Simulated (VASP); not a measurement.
Wanted: the native input for a VASP 6.6.1 run.

| Quantity | Value |
| --- | --- |
| Task | single point |
| Functional | PBE |
| Potentials or basis | VASP PAW PBE potentials, release 64 (Na_pv) |
| Cutoff | 520 eV |
| k mesh | 8 × 8 × 8 |
| Occupations | fermi-dirac, width 0.1 eV |
| Spin | no spin polarisation |
| Dipole correction | no |
| Further INCAR settings | ALGO = Normal; EDIFF = 1e-06; NBANDS = 14 |

The structure of Na lies in POSCAR:

```
Na
1.0
    0.0000000000      3.7851577725      3.7851577725
    3.7851577725      0.0000000000      3.7851577725
    3.7851577725      3.7851577725      0.0000000000
Na
2
Direct
    0.1250000000      0.1250000000      0.1250000000
    0.8750000000      0.8750000000      0.8750000000
```

One way to write it, as run:

INCAR

```
SYSTEM = Na
ALGO = Normal ; EDIFF = 1E-6
ENCUT = 520 ; GGA = PE
ISIF = 2 ; ISMEAR = -1
LASPH = .TRUE. ; LCHARG = .FALSE.
LREAL = .FALSE. ; LWAVE = .FALSE.
NBANDS = 14 ; NELM = 80
PREC = Accurate ; SIGMA = 0.1
```

KPOINTS

```
k-points
0
G
  8 8 8
  0 0 0
```

Potentials or basis: VASP PAW PBE potentials, release 64 (Na_pv).

Launch:

```sh
$ cat potpaw_PBE.64/Na_pv/POTCAR > POTCAR
$ mpirun -np 1 vasp_std > vasp.out
```

Results of the run:

```json
{"Pressure": "0.0 GPa", "Band gap on the k mesh": "zero (band 7 reaches -0.18 eV, above the bottom of band 8 at -0.90 eV)"}
```

Wall time 11 s on 1 thread of Intel(R) Xeon(R) 6975P-C (Granite Rapids) (shared host), peak memory 0.23 GiB.
